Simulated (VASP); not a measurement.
# TiC (Fm-3m) in VASP: a series of runs

TiC is run at these levels: PBEsol, PBEsol+U, LDA; tasks: density of states, vibrations by perturbation theory.

Everything below comes from runs of VASP 6.6.1. Logs are shortened: lines on timing, memory, paths and dates and some standing lists are left out, and cuts for length are marked.

## (1) The cell of the first run

Symmetry: Fm-3m, No. 225, cubic system. The conventional cell has a = 4.331 Å, b = 4.331 Å, c = 4.331 Å, α = 90.00°, β = 90.00°, γ = 90.00°. Ti (site symmetry m-3m) has 6 C at 2.17 Å within 2.9 Å. Within 2.9 Å of C (site symmetry m-3m) lie 6 Ti at 2.17 Å.

## (2) Density of states, PBEsol

Input file POSCAR:

```
TiC
1.0
    0.0000000000      2.1657188437      2.1657188437
    2.1657188437      0.0000000000      2.1657188437
    2.1657188437      2.1657188437      0.0000000000
Ti C
1 1
Direct
    0.0000000000      0.0000000000      0.0000000000
    0.5000000000      0.5000000000      0.5000000000
```

Input file INCAR.step1:

```
PREC = Accurate
ENCUT = 520
EDIFF = 1E-7
ISMEAR = -1
SIGMA = 0.05
LREAL = False
LASPH = True
NELM = 60
ALGO = Normal
ISIF = 2
LWAVE = False
LCHARG = True
LMAXMIX = 4
GGA = PS
NBANDS = 15
```

Input file KPOINTS.step1:

```
Automatic mesh
0
Gamma
  11 11 11
```

Input file INCAR.step2:

```
PREC = Accurate
ENCUT = 520
EDIFF = 1E-7
ISMEAR = -5
SIGMA = 0.05
LREAL = False
LASPH = True
NELM = 60
ALGO = Normal
ISIF = 2
LWAVE = False
LCHARG = False
LMAXMIX = 4
GGA = PS
LORBIT = 11
NBANDS = 15
NEDOS = 1001
ICHARG = 11
```

Input file KPOINTS.step2:

```
Automatic mesh
0
Gamma
  17 17 17
```

Potentials or basis: VASP PAW PBE potentials, release 64 (Ti_sv, C).

Run with:

```sh
$ cat potpaw_PBE.64/Ti_sv/POTCAR potpaw_PBE.64/C/POTCAR > POTCAR
$ cp INCAR.step1 INCAR
$ cp KPOINTS.step1 KPOINTS
$ mpirun -np 1 vasp_std > vasp.out
$ cp INCAR.step2 INCAR
$ cp KPOINTS.step2 KPOINTS
$ mpirun -np 1 vasp_std > vasp.out
```

OUTCAR:

```text
PREC = Accurate
   ENCUT = 520
   EDIFF = 1E-7
   ISMEAR = -5
   LREAL = False
   LASPH = True
   NELM = 60
   ISIF = 2
   GGA = PS
   LORBIT = 11
   ICHARG = 11

 ion  position               nearest neighbor table
   1  0.000  0.000  0.000-   2 2.17   2 2.17   2 2.17   2 2.17   2 2.17   2 2.17
   2  0.500  0.500  0.500-   1 2.17   1 2.17   1 2.17   1 2.17   1 2.17   1 2.17

  LATTYP: Found a face centered cubic cell.
 ALAT       =     4.3314376874

  Lattice vectors:

 A1 = (   0.0000000000,   2.1657188437,   2.1657188437)
 A2 = (   2.1657188437,   0.0000000000,   2.1657188437)
 A3 = (   2.1657188437,   2.1657188437,   0.0000000000)

Analysis of symmetry for initial positions (statically):
=====================================================================
 Subroutine PRICEL returns:
 Original cell was already a primitive cell.

 Routine SETGRP: Setting up the symmetry group for a
 face centered cubic supercell.

 Subroutine GETGRP returns: Found 48 space group operations
[... 9 lines left out ...]

 Routine SETGRP: Setting up the symmetry group for a
 face centered cubic supercell.

 Subroutine GETGRP returns: Found 48 space group operations
[... 11 lines left out ...]
                                     Primitive cell

  volume of cell :      20.3159

  direct lattice vectors                    reciprocal lattice vectors
     0.000000000  2.165718844  2.165718844    -0.230870227  0.230870227  0.230870227
     2.165718844  0.000000000  2.165718844     0.230870227 -0.230870227  0.230870227
     2.165718844  2.165718844  0.000000000     0.230870227  0.230870227 -0.230870227

  length of vectors
     3.062788961  3.062788961  3.062788961     0.399878962  0.399878962  0.399878962

  position of ions in fractional coordinates (direct lattice)
[... 8 lines left out ...]
----------------------------------------------------------------------------------------

 KPOINTS: Automatic mesh

Automatic generation of k-mesh.
 Grid dimensions read from file:
 generate k-points for:   17   17   17

 Generating k-lattice:

  Cartesian coordinates                     Fractional coordinates (reciprocal lattice)
    -0.013580602  0.013580602  0.013580602     0.058823529  0.000000000  0.000000000
     0.013580602 -0.013580602  0.013580602     0.000000000  0.058823529  0.000000000
[... 65 lines left out ...]
   NFREE  =      0    steps in history (QN), initial steepest desc. (CG)
   ISIF   =      2    stress and relaxation
   ISYM   =      2    0-nonsym 1-usesym 2-fastsym
   POTIM  = 0.5000    time-step for ionic-motion
   TEBEG  =    0.0;   TEEND  =   0.0 temperature during run
   PSTRESS=    0.0 pullay stress
   NELECT =      16.0000    total number of electrons
   NUPDOWN=      -1.0000    fix difference up-down
   EMIN   =  10.00;   EMAX   =-10.00  energy-range for DOS
   EFERMI =   0.00;   METHOD = LEGACY
   ISMEAR =    -5;   SIGMA  =   0.05  broadening in eV -4-tet -1-fermi 0-gaus
   EFERMI_NEDOS =   21; number of points for ismear=-14 and -15
   IALGO  =     38    algorithm
   IMIX   =      4    mixing-type and parameters
     AMIX     =   0.40;   BMIX     =  1.00
     AMIX_MAG =   1.60;   BMIX_MAG =  1.00
  volume/ion in A,a.u.               =      10.16        68.55
  Fermi-wavevector in a.u.,A,eV,Ry     =   1.511829  2.856943 31.097854  2.285628
  Thomas-Fermi vector in A             =   2.621834
   LORBIT       =     11    0 simple, 1 ext, 2 COOP (PROOUT), +10 PAW based schemes
   GGA     = PS    functional components
   LHFCALC =     F    Hartree Fock is set to
   AEXX    =    0.0000 exact exchange contribution
   IVDW    =     0    specifies the selected vdW correction
   LEPSILON=     F    determine dielectric tensor
   LRPA    =     F    only Hartree local field effects (RPA)
 non-spin polarized calculation
 Fermi weights with tetrahedron method with Bloechl corrections
  energy-cutoff  :      520.00
  volume of cell :       20.32
 maximum number of plane-waves:       560

 number of electron      16.0000000 magnetization

 Free energy of the ion-electron system (eV)
  ---------------------------------------------------
  ext. energy  EPLUGINS =         0.00000000
  ---------------------------------------------------
  free energy    TOTEN  =       -19.79158985 eV

  energy without entropy =      -19.79158985  energy(sigma->0) =      -19.79158985

 E-fermi :   9.3183     XC(G=0): -12.8604

 val. band max:        9.3557219145   @ k =   0.1176   0.0588   0.0000
 cond. band min:       9.1959151306   @ k =   0.1765   0.1765   0.0000
 fundamental gap:     -0.1598067839
 Fermi energy:         9.3183213044

 k-point     1 :       0.0000    0.0000    0.0000
  band No.  band energies     occupation
      1     -47.0311      2.00000
      2     -23.1576      2.00000
      3     -23.1576      2.00000
      4     -23.1576      2.00000
      5      -3.0659      2.00000
      6       9.9636      0.00000
      7       9.9636      0.00000
      8       9.9636      0.00000
      9      11.0059      0.00000
     10      11.0059      0.00000
     11      11.0059      0.00000
     12      11.0255      0.00000
     13      11.0255      0.00000
     14      19.7776      0.00000
[... 401 lines left out ...]
      2     -23.2561      2.00000
      3     -23.1807      2.00000
      4     -23.1616      2.00000
      5      -2.5799      2.00000
      6       8.3281      2.00000
      7       8.6350      2.00000
      8       8.8001      2.06127
      9      10.2431      0.00000
     10      10.7916      0.00000
     11      11.8126      0.00000
     12      12.8306      0.00000
     13      13.8814      0.00000
     14      20.5186      0.00000
     15      23.3114      0.00000

 [... further k-points ...]
[... 5 lines left out ...]
  --------------------------------------------------------------------------------------
  -------------------------------------------------------------------------------------
  Total       -0.7999381     -0.7999381     -0.7999381      0.0000000      0.0000000     -0.0000000
  in kB      -63.0856715    -63.0856715    -63.0856715      0.0000000      0.0000000     -0.0000000
  external PRESSURE =     -63.0856715 kB  Pullay stress =       0.0000000 kB

 VOLUME and BASIS-vectors are now :
 -----------------------------------------------------------------------------
  energy-cutoff  :      520.00
  volume of cell :       20.32
      direct lattice vectors                 reciprocal lattice vectors
     0.000000000  2.165718844  2.165718844    -0.230870227  0.230870227  0.230870227
     2.165718844  0.000000000  2.165718844     0.230870227 -0.230870227  0.230870227
     2.165718844  2.165718844  0.000000000     0.230870227  0.230870227 -0.230870227

 POSITION                                       TOTAL-FORCE (eV/Angst)
 -----------------------------------------------------------------------------------
      0.00000      0.00000      0.00000        -0.000000     -0.000000      0.000000
      2.16572      2.16572      2.16572         0.000000      0.000000     -0.000000
 -----------------------------------------------------------------------------------
    total drift:                                0.000000     -0.000000     -0.000000

  FREE ENERGIE OF THE ION-ELECTRON SYSTEM (eV)
  ---------------------------------------------------
  free  energy   TOTEN  =       -19.7915898502 eV

  energy  without entropy=      -19.7915898502  energy(sigma->0) =      -19.79158985

 total charge

# of ion       s       p       d       tot
------------------------------------------
    1        2.200   6.249   1.964  10.414
    2        0.890   1.490   0.000   2.379
--------------------------------------------------
tot          3.090   7.739   1.964  12.793
```

Wall time 16 s (1 thread of Intel Xeon 6975P-C (Granite Rapids), shared host); peak memory 0.17 GiB.

Results:

| Quantity | Value |
| --- | --- |
| Valence electrons inside the program's atomic spheres | Ti 10.41; C 2.38 |

Caveat: the PAW data sets were made with another functional, which shifts forces and pressure a little; tetrahedron occupations give inexact forces and stress in metals.

## (3) Density of states, PBEsol+U

POSCAR is that of step 2.

Input file INCAR.step1:

```
SYSTEM = TiC
  PREC = Accurate
  ENCUT = 520
  EDIFF = 1E-7
  ISMEAR = -1
  SIGMA = 0.05
  LREAL = .False.
  LASPH = .True.
  NELM = 150
  ALGO = Normal
  ISIF = 2
  LWAVE = .False.
  LCHARG = .True.
  LMAXMIX = 4
  LDAU = .True.
  LDAUTYPE = 2
  LDAUL = 2 -1
  LDAUU = 2 0
  LDAUJ = 0 0
  LDAUPRINT = 1
  GGA = PS
  NBANDS = 15
```

Input file KPOINTS.step1:

```
Automatic mesh
0
Gamma
  11 11 11
  0 0 0
```

Input file INCAR.step2:

```
SYSTEM = TiC
  PREC = Accurate
  ENCUT = 520
  EDIFF = 1E-7
  ISMEAR = -5
  SIGMA = 0.05
  LREAL = .False.
  LASPH = .True.
  NELM = 150
  ALGO = Normal
  ISIF = 2
  LWAVE = .False.
  LCHARG = .False.
  LMAXMIX = 4
  LDAU = .True.
  LDAUTYPE = 2
  LDAUL = 2 -1
  LDAUU = 2 0
  LDAUJ = 0 0
  LDAUPRINT = 1
  GGA = PS
  LORBIT = 11
  NBANDS = 15
  NEDOS = 1001
  ICHARG = 11
```

Input file KPOINTS.step2:

```
Automatic mesh
0
Gamma
  17 17 17
  0 0 0
```

Potentials or basis: VASP PAW PBE potentials, release 64 (Ti_sv, C).

Run with:

```sh
$ cat potpaw_PBE.64/Ti_sv/POTCAR potpaw_PBE.64/C/POTCAR > POTCAR
$ cp INCAR.step1 INCAR
$ cp KPOINTS.step1 KPOINTS
$ mpirun -np 1 vasp_std > vasp.out
$ cp INCAR.step2 INCAR
$ cp KPOINTS.step2 KPOINTS
$ mpirun -np 1 vasp_std > vasp.out
```

Wall time 19 s (1 thread of Intel Xeon 6975P-C (Granite Rapids), shared host); peak memory 0.17 GiB.

Results (log left out):

```
Valence electrons inside the program's atomic spheres : Ti 10.36; C 2.40
```

Levels at points of the mesh, in eV from the Fermi level:
```tsv
k point	band 4	band 5	band 6	band 7	band 8	band 9	band 10	band 11	band 12	band 13
(0.00, 0.00, 0.00)	-33.00	-12.54	0.83	0.83	0.83	1.60	1.60	1.60	1.66	1.66
```

Eigenvalues of the final occupation matrices:
```tsv
site	spin	trace	eigenvalues
site 1 d	1	0.96	0.13 0.13 0.13 0.28 0.28
site 1 d	2	0.96	0.13 0.13 0.13 0.28 0.28
```

Caveat: the PAW data sets were made with another functional, which shifts forces and pressure a little; U without spin polarisation on a metal has little footing; the U is typed as a test and isn't derived for this compound; tetrahedron occupations give inexact forces and stress in metals.

## (4) Density of states, PBEsol+U

POSCAR is that of step 3.

Input file INCAR.step1:

```
PREC = Accurate
ENCUT = 520
EDIFF = 1E-7
ISMEAR = -1
SIGMA = 0.05
LREAL = F
LASPH = T
NELM = 150
ALGO = Normal
ISIF = 2
LWAVE = F
LCHARG = T
LMAXMIX = 4
LDAU = T
LDAUTYPE = 2
LDAUL = 2 -1
LDAUU = 4 0
LDAUJ = 0 0
LDAUPRINT = 1
GGA = PS
NBANDS = 15
```

Input file KPOINTS.step1:

```
regular mesh
0
Gamma
  11 11 11
```

Input file INCAR.step2:

```
PREC = Accurate
ENCUT = 520
EDIFF = 1E-7
ISMEAR = -5
SIGMA = 0.05
LREAL = F
LASPH = T
NELM = 150
ALGO = Normal
ISIF = 2
LWAVE = F
LCHARG = F
LMAXMIX = 4
LDAU = T
LDAUTYPE = 2
LDAUL = 2 -1
LDAUU = 4 0
LDAUJ = 0 0
LDAUPRINT = 1
GGA = PS
LORBIT = 11
NEDOS = 2001
ICHARG = 11
```

Input file KPOINTS.step2:

```
regular mesh
0
Gamma
  17 17 17
```

Run with:

```sh
$ cat potpaw_PBE.64/Ti_sv/POTCAR potpaw_PBE.64/C/POTCAR > POTCAR
$ cp INCAR.step1 INCAR
$ cp KPOINTS.step1 KPOINTS
$ mpirun -np 1 vasp_std > vasp.out
$ cp INCAR.step2 INCAR
$ cp KPOINTS.step2 KPOINTS
$ mpirun -np 1 vasp_std > vasp.out
```

It took 16 s on 1 thread of Intel Xeon 6975P-C (Granite Rapids), shared host; peak memory 0.16 GiB.

Results (log left out):

```yaml
Valence_electrons_inside_the_program's_atomic_spheres: Ti 10.31; C 2.41
```

Levels at points of the mesh, in eV from the Fermi level:
| k point | band 5 | band 6 | band 7 | band 8 | band 9 | band 10 | band 11 | band 12 |
| --- | --- | --- | --- | --- | --- | --- | --- | --- |
| (0.00, 0.00, 0.00) | -12.72 | 1.03 | 1.03 | 1.03 | 1.50 | 1.50 | 1.50 | 1.59 |

Eigenvalues of the final occupation matrices:
```
    site  spin  trace               eigenvalues
site 1 d     1   0.92  0.12 0.12 0.12 0.28 0.28
site 1 d     2   0.92  0.12 0.12 0.12 0.28 0.28
```

Caveat: the PAW data sets were made with another functional, which shifts forces and pressure a little; U without spin polarisation on a metal has little footing; the U is typed as a test and isn't derived for this compound; tetrahedron occupations give inexact forces and stress in metals.

(Part 1 of 2 ends here.)
